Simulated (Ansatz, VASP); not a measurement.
## Ga2TeO3: VASP beside Ansatz

The input INCAR:

```
PREC = Accurate
ENCUT = 520
EDIFF = 1E-7
ISMEAR = 0
SIGMA = 0.1
LREAL = False
LASPH = True
NELM = 60
ALGO = Normal
ISIF = 2
LWAVE = False
LCHARG = False
GGA = PE
NBANDS = 34
```

File KPOINTS:

```
regular mesh
0
Gamma
  10 10 10
```

File POSCAR:

```
Ga2TeO3
1.0
   -2.7279482202      2.7279482202      3.6581660721
    2.7279482202     -2.7279482202      3.6581660721
    2.7279482202      2.7279482202     -3.6581660721
Ga Te O
2 1 3
Direct
    0.7500000000      0.2500000000      0.5000000000
    0.2500000000      0.7500000000      0.5000000000
    0.0000000000      0.0000000000      0.0000000000
    0.5000000000      0.0000000000      0.5000000000
    0.0000000000      0.5000000000      0.5000000000
    0.5000000000      0.5000000000      0.0000000000
```

Input for Ansatz:

```yaml
crystal:
  lattice:
    - [-2.7279482202, 2.7279482202, 3.6581660721]
    - [2.7279482202, -2.7279482202, 3.6581660721]
    - [2.7279482202, 2.7279482202, -3.6581660721]
  atoms:
    - { symbol: Ga, position: [0.75, 0.25, 0.5] }
    - { symbol: Ga, position: [0.25, 0.75, 0.5] }
    - { symbol: Te, position: [0.0, 0.0, 0.0] }
    - { symbol: O, position: [0.5, 0.0, 0.5] }
    - { symbol: O, position: [0.0, 0.5, 0.5] }
    - { symbol: O, position: [0.5, 0.5, 0.0] }
basis:
  ecutwfc: 420
kpoints:
  mp_grid: { grid: [10, 10, 10] }
  band_path:
    path:
      - [[0.0, 0.0, 0.0], [0.0, 0.0, 0.5], [0.25, 0.25, 0.25], [0.0, 0.5, 0.0], [0.0, 0.0, 0.0], [0.5, 0.5, -0.5], [0.3890226, 0.6109774, -0.3890226]]
      - [[-0.3890226, 0.3890226, 0.3890226], [0.0, 0.0, 0.0]]
      - [[0.0, 0.0, 0.5], [-0.27804521, 0.27804521, 0.5]]
      - [[0.5, 0.5, -0.27804521], [0.5, 0.5, -0.5]]
    npoints: 14
hamiltonian:
  xc: pbe
scf:
  occupations: { method: gaussian, width: 0.1 }
  n_extra_bands: 15
output:
  forces: true
  stress: true
  eigenvalues: true
  populations: true
  dos: { projected: true, de: 0.02, nscf_kmesh: { grid: [12, 12, 12] } }
  bader: true
```

Alike in both runs: task single point; functional PBE; k mesh 10 × 10 × 10; occupations gaussian, width 0.1 eV; no spin polarisation.

|  | VASP | Ansatz |
| --- | --- | --- |
| version | VASP 6.6.1 | Ansatz 0.2.0 |
| potentials or method | VASP PAW PBE potentials, release 64 (Ga_d, Te, O), cutoff 520 eV | scalar-relativistic, plane waves, PAW |
| valence electrons in the cell | 50 | 60 |

Ansatz gave:

- gap on the k mesh at the Fermi level (eV): none
- pressure (GPa): 0.0
- traceless stress, the component that is largest in VASP (GPa): 0.02

Task: What did VASP give for the same quantities?

Result: gap on the k mesh at the Fermi level (eV): none; pressure (GPa): 0.0; traceless stress, the component that is largest in VASP (GPa): 0.47.

A gap of «none» marks a metal or a gap that the smearing closes. The functional is the same, so the differences come from potentials, cutoffs and numerics. VASP's potentials hold 50 valence electrons a cell and Ansatz's 60, so a difference there can come from the potentials and not from the codes.

Neither program's run includes spin-orbit coupling.
